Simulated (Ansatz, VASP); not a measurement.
## One calculation of CaPtS3, two programs

The input INCAR:

```
SYSTEM = CaPtS3
  PREC = Accurate
  ENCUT = 600
  EDIFF = 1E-6
  ISMEAR = 0
  SIGMA = 0.1
  LREAL = .False.
  LASPH = .True.
  NELM = 80
  ALGO = Normal
  ISIF = 3
  LWAVE = .False.
  LCHARG = .False.
  GGA = PE
  IBRION = 2
  NSW = 90
  EDIFFG = -0.04
```

KPOINTS

```
Automatic mesh
0
Gamma
  4 4 4
  0 0 0
```

POSCAR

```
CaPtS3
1.0
    4.6841072600      0.0000000000      0.0000000000
    0.0000000000      4.6841072600      0.0000000000
    0.0000000000      0.0000000000      4.6841072600
Ca Pt S
1 1 3
Direct
    0.5000000000      0.5000000000      0.4844832700
    0.0000000000      0.0000000000      0.9844832700
    0.0000000000      0.5000000000      0.0000000000
    0.5000000000      0.0000000000      0.0000000000
    0.0000000000      0.0000000000      0.5000000000
```

Input for Ansatz:

```yaml
crystal:
  lattice:
    - [4.68410726, 0.0, 0.0]
    - [0.0, 4.68410726, 0.0]
    - [0.0, 0.0, 4.68410726]
  atoms:
    - { symbol: Ca, position: [0.5, 0.5, 0.48448327] }
    - { symbol: Pt, position: [0.0, 0.0, 0.98448327] }
    - { symbol: S, position: [0.0, 0.5, 0.0] }
    - { symbol: S, position: [0.5, 0.0, 0.0] }
    - { symbol: S, position: [0.0, 0.0, 0.5] }
basis:
  ecutwfc: 420
kpoints:
  mp_grid: { grid: [4, 4, 4] }
hamiltonian:
  xc: pbe
scf:
  occupations: { method: gaussian, width: 0.1 }
  lower_state_search: "off"
output:
  forces: true
  stress: true
  eigenvalues: true
relax:
  adjacent_minimum: "off"
  f_tol: 0.04
  max_steps: 70
  cell: { stress_tol: 0.4 }
```

Alike in both runs: task relaxation of cell and atoms; functional PBE; k mesh 4 × 4 × 4; occupations gaussian, width 0.1 eV; no spin polarisation.

|  | VASP | Ansatz |
| --- | --- | --- |
| version | VASP 6.6.1 | Ansatz 0.2.0 |
| potentials or method | VASP PAW PBE potentials, release 64 (Ca_sv, Pt, S), cutoff 600 eV | scalar-relativistic, plane waves, PAW |
| valence electrons in the cell | 38 | 46 |

```tsv
	VASP	Ansatz	Ansatz less VASP
gap on the k mesh at the Fermi level, each at its own relaxed structure (eV)	none	none	-
relaxed volume (Å³/atom)	22.52	22.56	+0.043
relaxed cell length with the largest relative difference (Å)	4.384	4.391	+0.0070
```

A gap of «none» marks a metal or a gap that the smearing closes. VASP's potentials hold 38 valence electrons a cell and Ansatz's 46, so a difference there can come from the potentials and not from the codes.

Neither program's run includes spin-orbit coupling.
